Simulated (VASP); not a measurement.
**WC: single point with PBEsol**

The system is WC.

```
W C
1.0
     0.00000    2.17653    2.17653
     2.17653    0.00000    2.17653
     2.17653    2.17653    0.00000
W C
1 1
Direct
  0.00000 0.00000 0.00000
  0.50000 0.50000 0.50000
```

```yaml
Program: VASP 6.6.1
Task: single point
Functional: PBEsol
Potentials_or_basis: VASP PAW PBE potentials, release 64 (W_sv, C)
Cutoff: 520 eV
k_mesh: 11 × 11 × 11
Occupations: methfessel-paxton, width 0.1 eV
Spin: no spin polarisation
```

```
Pressure               : -0.9 GPa
Band gap on the k mesh : zero (band 9 reaches 13.57 eV, above the bottom of band 10 at 10.39 eV)
```

Levels at points of the mesh, in eV from the Fermi level:
| k point | band 6 | band 7 | band 8 | band 9 | band 10 | band 11 | band 12 | band 13 |
| --- | --- | --- | --- | --- | --- | --- | --- | --- |
| (0.00, 0.00, 0.00) | -2.85 | -2.85 | -2.85 | -1.07 | -1.07 | -1.07 | -1.00 | -1.00 |

Run time: 5.8 s on 1 thread of Intel(R) Xeon(R) 6975P-C (Granite Rapids) (shared host), peak memory 0.15 GiB.

Caveat: the PAW data sets were made with another functional, which shifts forces and pressure a little; spin-orbit coupling is left out, which moves the levels of the heavy elements.
